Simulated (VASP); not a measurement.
**AlN: single point with PBE**

The system is AlN.

```
Al N
1.0
    -3.13024    0.00000    0.00000
    -1.56512   -2.71087    0.00000
    -3.52152   -2.03315   10.03596
Al N
4 4
Direct
  0.65487 0.65487 0.90461
  0.02987 0.02987 0.40461
  0.55071 0.55071 0.15461
  0.17571 0.17571 0.65461
  0.26179 0.26179 0.09539
  0.88679 0.88679 0.59539
  0.40763 0.40763 0.34539
  0.03263 0.03263 0.84539
```

```
Program                : VASP 6.6.1
Task                   : single point
Functional             : PBE
Potentials or basis    : VASP PAW PBE potentials, release 64 (Al, N)
Cutoff                 : 520 eV
k mesh                 : 8 × 8 × 3
Occupations            : gaussian, width 0.05 eV
Spin                   : no spin polarisation
Dipole correction      : no
Further INCAR settings : ALGO = Normal; EDIFF = 1e-06; NBANDS = 26
```

| Item | Value |
| --- | --- |
| Pressure | -1.6 GPa |
| Largest force | 1.731 eV/Å |
| Band gap on the k mesh | 3.02 eV, indirect (least direct gap 3.25 eV) |

Forces on the atoms (eV/Å):
```
Al   0.905  0.522 -0.745
Al  -0.010 -0.006 -0.044
Al  -0.334 -0.193  1.688
Al  -0.007 -0.004 -0.021
N   -0.424 -0.245 -0.717
N   -0.011 -0.006 -0.010
N    0.007  0.004  0.030
N   -0.126 -0.073 -0.181
```

Stress tensor (GPa, compression positive):
```
-6.44 -2.49 -2.81
-2.49 -3.57 -1.62
-2.81 -1.62  5.31
```

Levels at points of the mesh, in eV from the valence-band top:
```
           k point  band 13  band 14  band 15  band 16  band 17  band 18  band 19  band 20
(0.00, 0.00, 0.00)    -0.71    -0.52    -0.38     0.00     3.25     5.38     6.08     6.29
(0.50, 0.00, 0.00)    -1.73    -1.57    -1.03    -0.95     3.28     5.17     5.45     6.08
(0.50, 0.50, 0.00)    -1.70    -1.68    -0.92    -0.82     3.22     5.23     5.40     6.39
```

Run time: 3.5 min on 1 thread of Intel Xeon 8259CL (shared host), peak memory 0.25 GiB.

Caveat: forces of over 1 eV/Å act on the atoms, so gaps and moduli don't describe the material at rest. As with any semilocal functional, this PBE gap is likely too small.
